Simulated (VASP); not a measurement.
AlN, 32 atoms in the cell. The typed cell holds 32 atoms: a = 6.260 Å, b = 6.260 Å, c = 10.035 Å, α = 90.00°, β = 90.00°, γ = 120.00°. 

- Program: VASP 6.6.1
- Task: single point
- Functional: PBE
- Potentials or basis: VASP PAW PBE potentials, release 64 (Al, N)
- Cutoff: 700 eV
- k mesh: 1 × 1 × 1, shifted
- Occupations: fermi-dirac, width 0.01 eV
- Spin: no spin polarisation
- Dipole correction: no
- Further INCAR settings: LREAL = Auto; ALGO = Normal; EDIFF = 1e-06; NBANDS = 86; ISYM = -1

Potentials or basis: VASP PAW PBE potentials, release 64 (Al, N).

Launch:

```sh
$ cat potpaw_PBE.64/Al/POTCAR potpaw_PBE.64/N/POTCAR > POTCAR
$ mpirun -np 1 vasp_std > vasp.out
```

Hardware: 1 thread of Intel Xeon 8259CL (shared host).

Task: How long does it take, and how much memory?

Result: Run time: 2.5 min on 1 thread of Intel Xeon 8259CL, with other jobs on the host, peak memory 0.5 GiB. Counts: scf iterations 15, k points 1.
